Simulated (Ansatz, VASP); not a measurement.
# Ge: VASP beside Ansatz

File POSCAR:

```
Ge
1.0
    1.4155356610     -2.6347412928      0.0000000000
    1.4155356610      2.6347412928      0.0000000000
    0.0000000000      0.0000000000      2.7337370982
Ge
1
Direct
    0.5000000000      0.5000000000      0.0000000000
```

File INCAR.step1:

```
ALGO = Normal
EDIFF = 1E-4
ENCUT = 520
GGA = PE
ISMEAR = 1
LASPH = True
LCHARG = False
LREAL = False
LWAVE = True
NBANDS = 13
NELM = 60
PREC = Accurate
SIGMA = 0.1
```

INCAR.step2

```
ALGO = Normal
EDIFF = 1E-7
ENCUT = 520
ISIF = 2
ISMEAR = 1
ISTART = 1
LASPH = True
LCHARG = True
LELF = True
LMIXTAU = True
LREAL = False
LVHAR = True
LWAVE = False
METAGGA = R2SCAN
NBANDS = 13
NELM = 60
PREC = Accurate
SIGMA = 0.1
```

KPOINTS

```
k-points
0
Gamma
  12 12 11
```

Input for Ansatz:

```yaml
crystal:
  lattice:
    - [1.4155356610473604, -2.634741292822447, 0.0]
    - [1.4155356610473604, 2.634741292822447, 0.0]
    - [0.0, 0.0, 2.733737098169717]
  atoms:
    - { symbol: Ge, position: [0.5, 0.5, 0.0] }
basis:
  ecutwfc: 550.0
kpoints:
  mp_grid:
    grid: [12, 12, 11]
hamiltonian:
  xc: r2scan
  pseudopotentials:
    kind: paw
scf:
  occupations:
    method: cold
output:
  stress: true
```

Alike in both runs: task single point; functional r2SCAN; k mesh 12 × 12 × 11; no spin polarisation.

```csv
,VASP,Ansatz
version,VASP 6.6.1,Ansatz 0.2.0
potentials or method,"VASP PAW PBE potentials, release 64 (Ge_d), cutoff 520 eV","plane waves, PAW"
occupations,"methfessel-paxton of order 1, width 0.1 eV",cold
valence electrons in the cell,14,14
```

```tsv
	VASP	Ansatz	Ansatz less VASP
pressure (GPa)	-5.5	-5.4	+0.15
traceless stress, the component that is largest in VASP (GPa)	-2.08	-2.19	-0.108
```

VASP's potentials were made for PBE, not for r2SCAN.
